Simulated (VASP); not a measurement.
Wanted: the native input for a VASP 6.6.1 run.

| Item | Value |
| --- | --- |
| Task | single point |
| Functional | PBE |
| Potentials or basis | VASP PAW PBE potentials, release 64 (Al, O) |
| Cutoff | 520 eV |
| k mesh | 6 × 6 × 6 |
| Occupations | gaussian, width 0.1 eV |
| Spin | collinear spin, ferromagnetic start |
| Starting moments | [0.0, 1.0, 1.0, 1.0, 1.0, 1.0] μB |
| Dipole correction | no |
| Further INCAR settings | ALGO = Normal; EDIFF = 1e-06; NBANDS = 30 |

The structure of AlO5 lies in POSCAR:

```
AlO5
1.0
    4.4093956500      0.0000000000      0.0000000000
   -2.2046978300      3.8186486500      0.0000000000
    0.0000000000      0.0000000000      3.5876915700
Al O
1 5
Direct
    0.0000000000      0.0000000000      0.0000000000
    0.3333333300      0.6666666700      0.0000000000
    0.6666666700      0.3333333300      0.0000000000
    0.5000000000      0.0000000000      0.5000000000
    0.5000000000      0.5000000000      0.5000000000
    0.0000000000      0.5000000000      0.5000000000
```

These files were run (other wordings do the same):

INCAR

```
SYSTEM = AlO5
ALGO = Normal ; EDIFF = 1E-6
ENCUT = 520 ; GGA = PE
ISIF = 2 ; ISMEAR = 0
ISPIN = 2 ; LASPH = .True.
LCHARG = .False. ; LORBIT = 11
LREAL = .False. ; LWAVE = .False.
MAGMOM = 0 1 1 1 1 1 ; NBANDS = 30
NELM = 150 ; PREC = Accurate
SIGMA = 0.1
```

KPOINTS

```
k-points
0
Gamma
  6 6 6
  0 0 0
```

Potentials or basis: VASP PAW PBE potentials, release 64 (Al, O).

Command:

```sh
$ cat potpaw_PBE.64/Al/POTCAR potpaw_PBE.64/O/POTCAR > POTCAR
$ mpirun -np 1 vasp_std > vasp.out
```

Results of the run:

```yaml
Pressure: -12.2 GPa
Net_moment: 0.37 μB per cell
Site_moments: Al +0.00; O -0.02, +0.13 μB
Valence_electrons_inside_the_program's_atomic_spheres: Al 0.48; O 4.69, 4.64
```

Run time: 67 s on 1 thread of AMD EPYC 9R45 96-Core Processor (Zen 5) (shared host), peak memory 0.21 GiB.
